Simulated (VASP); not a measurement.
## Li2Se: single point with PBE

Li2Se:

```
CELL_PARAMETERS angstrom
0.00000 2.88745 2.88745
2.88745 0.00000 2.88745
2.88745 2.88745 0.00000
ATOMIC_POSITIONS crystal
Li 0.25000 0.25000 0.25000
Li 0.75000 0.75000 0.75000
Se 0.00000 0.00000 0.00000
```

```json
{
 "Program": "VASP 6.6.1",
 "Task": "single point",
 "Functional": "PBE",
 "Potentials or basis": "VASP PAW PBE potentials, release 64 (Li_sv, Se)",
 "Cutoff": "750 eV",
 "k mesh": "6 × 6 × 6",
 "Occupations": "gaussian, width 0.01 eV",
 "Spin": "no spin polarisation",
 "Dipole correction": "no",
 "Further INCAR settings": "ALGO = Normal; EDIFF = 1e-06; NBANDS = 13"
}
```

* Pressure: 4.9 GPa
* Band gap on the k mesh: 2.86 eV, indirect (least direct gap 3.91 eV)

Levels at points of the mesh, in eV from the valence-band top:
```
           k point  band 3  band 4  band 5  band 6  band 7  band 8  band 9  band 10
(0.00, 0.00, 0.00)  -11.73    0.00    0.00    0.00    3.91    5.66    5.66     5.66
(0.50, 0.00, 0.00)  -11.27   -3.32   -0.62   -0.62    5.60    6.00    6.00     8.44
(0.50, 0.50, 0.00)  -11.13   -2.56   -1.69   -1.69    2.86    6.47   11.12    11.12
```

Wall time 12 s on 1 thread of Intel(R) Xeon(R) Platinum 8559C (Emerald Rapids), on a shared host, peak memory 0.2 GiB.

A k mesh can miss the band edges. A hybrid or GW would open this gap; PBE tends to underestimate it.
